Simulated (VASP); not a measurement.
Runs of VASP 6.6.1 on Au. The structure is that of space group Fd-3m (No. 227), or close to it. The cells are those of the table. This isn't the form of Au at room conditions, which is fcc.

```tsv
task	cell	k mesh	cutoff (eV)	gap on the mesh (eV)	pressure (GPa)	relaxed volume (Å³/atom)
relaxation of cell and atoms	relaxed from a = 4.358 Å, angles 60.0°, 2 atoms	16 × 16 × 16	600	none	0.0	(b)
single point	a = 3.885 Å, angles 60.0°, 2 atoms	6 × 6 × 6	520	none	48.0	-
relaxation of cell and atoms	relaxed from a = 3.885 Å, angles 60.0°, 2 atoms	6 × 6 × 6	600	none	0.0	(a)
single point	a = 4.358 Å, angles 60.0°, 2 atoms	6 × 6 × 6	520	none	0.1	-
single point	a = 4.358 Å, angles 60.0°, 2 atoms	16 × 16 × 16	520	none	-0.1	-
```

Alike in all rows: level PBE; potentials or basis VASP PAW PBE potentials, release 64 (Au); no spin polarisation; smearing gaussian 0.1 eV.

Question: Fill in the values left out.

Answer: (a) 29.35; (b) 29.21.

Caveats: spin-orbit coupling is left out, which moves the levels of the heavy elements; the cell stands under pressure (at least some runs); the volume moved by over 15 % at a fixed basis, so the end points are rough (at least some runs).

A k mesh can miss the band edges, and the runs leave out spin-orbit coupling on Au.

A gap of «none» marks levels without a gap at the run's occupations.
